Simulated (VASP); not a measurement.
Wanted: the native input for a VASP 6.6.1 run.

| Property | Result |
| --- | --- |
| Task | relaxation of shape and atoms at fixed volume |
| Functional | PBE |
| Dispersion | D4 |
| Potentials or basis | VASP PAW PBE potentials, release 64 (Sb, Mg) |
| Cutoff | 600 eV |
| k mesh | 6 × 6 × 4 |
| Occupations | gaussian, width 0.05 eV |
| Spin | no spin polarisation |
| Dipole correction | no |
| Further INCAR settings | ALGO = Normal; EDIFF = 1e-07; IBRION = 2; EDIFFG = -0.01; NSW = 60; ISIF = 4 |

The structure of Mg3Sb2 lies in POSCAR:

```
Mg3Sb2
1.0
    4.5371075167      0.0000000000      0.0000000000
   -2.2685537584      3.9292503692      0.0000000000
    0.0000000000      0.0000000000      7.1657001151
Sb Mg
2 3
Direct
    0.3333333333      0.6666666667      0.2249027379
    0.6666666667      0.3333333333      0.7750972621
    0.0000000000      0.0000000000      0.0000000000
    0.3333333333      0.6666666667      0.6323488001
    0.6666666667      0.3333333333      0.3676511999
```

The input as run:

INCAR

```
SYSTEM = Mg3Sb2
ALGO = Normal
EDIFF = 1E-7
EDIFFG = -0.01
ENCUT = 600
GGA = PE
GGA_COMPAT = .FALSE.
IBRION = 2
ISIF = 4
ISMEAR = 0
IVDW = 13
LASPH = .TRUE.
LCHARG = .FALSE.
LREAL = .FALSE.
LWAVE = .FALSE.
NELM = 120
NELMIN = 4
NSW = 60
PREC = Accurate
SIGMA = 0.05
```

KPOINTS

```
k-points
0
G
  6 6 4
  0 0 0
```

Potentials or basis: VASP PAW PBE potentials, release 64 (Sb, Mg).

Command:

```bash
$ cat potpaw_PBE.64/Sb/POTCAR potpaw_PBE.64/Mg/POTCAR > POTCAR
$ mpirun -np 1 vasp_std > vasp.out
```

Results of the run:

| Quantity | Value |
| --- | --- |
| Energy gained by relaxing | 0.1 meV/atom |
| Ionic steps | 3 |
| Pressure after relaxing | 0.0 GPa |
| Largest force after relaxing | 0.009 eV/Å |
| Band gap on the k mesh | 0.19 eV (least direct gap 1.19 eV) |
| Dispersion energy per atom | -0.291 eV |

Caveat: semilocal functionals underestimate gaps, and a narrow one can read as zero; spin-orbit coupling is left out, which moves the levels of the heavy elements.

Run time: 2.4 min on 1 thread of Oxide Virtual Turin-like Processor, on a shared host, peak memory 0.25 GiB.
